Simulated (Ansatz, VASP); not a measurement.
One calculation of K, two programs

```
K
1.0
     8.29417    0.00000    0.00000
     0.00000    8.29417    0.00000
     0.00000    0.00000    8.29417
K
8
Direct
  0.00000 0.00000 0.00000
  0.50000 0.50000 0.50000
  0.25000 0.00000 0.50000
  0.75000 0.00000 0.50000
  0.50000 0.25000 0.00000
  0.50000 0.75000 0.00000
  0.00000 0.50000 0.25000
  0.00000 0.50000 0.75000
```

Alike in both runs: task relaxation of cell and atoms; functional PBEsol; k mesh 3 × 3 × 3; occupations fermi-dirac, width 0.1 eV; no spin polarisation.

|  | VASP | Ansatz |
| --- | --- | --- |
| version | VASP 6.6.1 | Ansatz 0.2.0 |
| potentials or method | VASP PAW PBE potentials, release 64 (K_sv), cutoff 600 eV | plane waves (420 eV) with PAW, scalar-relativistic |
| valence electrons in the cell | 72 | 72 |

|  | VASP | Ansatz | Ansatz less VASP |
| --- | --- | --- | --- |
| relaxed volume (Å³/atom) | 71.94 | 71.32 | -0.616 |
| relaxed length of the cell vector where the two differ most in proportion (Å) | 8.318 | 8.294 | -0.0238 |

VASP's potentials were made for PBE, not for PBEsol, and Ansatz warns of the same on its side.
